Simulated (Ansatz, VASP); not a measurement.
Two plane-wave programs on SbSe

```xyz
2
Lattice="0.0000 2.9984 2.9984 2.9984 0.0000 2.9984 2.9984 2.9984 0.0000" Properties=species:S:1:pos:R:3 pbc="T T T"
Sb    0.0000    0.0000    0.0000
Se    2.9984    2.9984    2.9984
```

Alike in both runs: functional PBE; k mesh 8 × 8 × 8; occupations gaussian, width 0.1 eV; no spin polarisation.

Ansatz relaxed the structure, and its values are those at the end. VASP's run is a single point on that final structure, the one shown.

```csv
,VASP,Ansatz
version,VASP 6.6.1,Ansatz 0.2.0
potentials or method,"VASP PAW PBE potentials, release 64 (Sb, Se), cutoff 520 eV","scalar-relativistic, plane waves, PAW"
valence electrons in the cell,11,31
```

Ansatz gave:

| Item | Value |
| --- | --- |
| gap on the k mesh at the Fermi level (eV) | none |
| pressure (GPa) | 0.2 |

Problem. Which values does VASP return?

Solution. gap on the k mesh at the Fermi level (eV): none; pressure (GPa): 0.1.

A gap of «none» marks a metal or a gap that the smearing closes. VASP's potentials hold 11 valence electrons a cell and Ansatz's 31, so a difference there can come from the potentials and not from the codes.

Spin-orbit coupling is off throughout.
